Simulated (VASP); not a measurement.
Input of a VASP 6.6.1 run:

INCAR

```
SYSTEM = CuB3
PREC = Accurate ; ENCUT = 520
EDIFF = 1E-7 ; ISMEAR = 0
SIGMA = 0.1 ; LREAL = .False.
LASPH = .True. ; NELM = 80
ALGO = Normal ; ISIF = 2
LWAVE = .False. ; LCHARG = .True.
GGA = PE ; LELF = .True.
LVHAR = .True. ; NBANDS = 30
```

Contents of KPOINTS:

```
regular mesh
0
Gamma
  6 6 4
  0 0 0
```

Contents of POSCAR:

```
CuB3
1.0
    3.8262627233      0.0000000000      0.0000000000
   -1.9131313616      3.3136407199      0.0000000000
    0.0000000000      0.0000000000      9.2858577452
Cu B
2 6
Direct
    0.0000000000      0.0000000000      0.7500000000
    0.0000000000      0.0000000000      0.2500000000
    0.5000001934      0.0000000000      0.7500000000
    0.4999998066      0.4999998066      0.7500000000
    0.0000000000      0.5000001934      0.7500000000
    0.4999998066      0.0000000000      0.2500000000
    0.0000000000      0.4999998066      0.2500000000
    0.5000001934      0.5000001934      0.2500000000
```

Potentials or basis: VASP PAW PBE potentials, release 64 (Cu, B).

Launch:

```sh
$ cat potpaw_PBE.64/Cu/POTCAR potpaw_PBE.64/B/POTCAR > POTCAR
$ mpirun -np 1 vasp_std > vasp.out
```

(1) What does it give for the band gap on the k mesh?

(2) What does it give for the pressure?

Results:

(1) zero (band 20 reaches 2.82 eV, above the bottom of band 21 at 1.86 eV).

(2) 0.1 GPa.
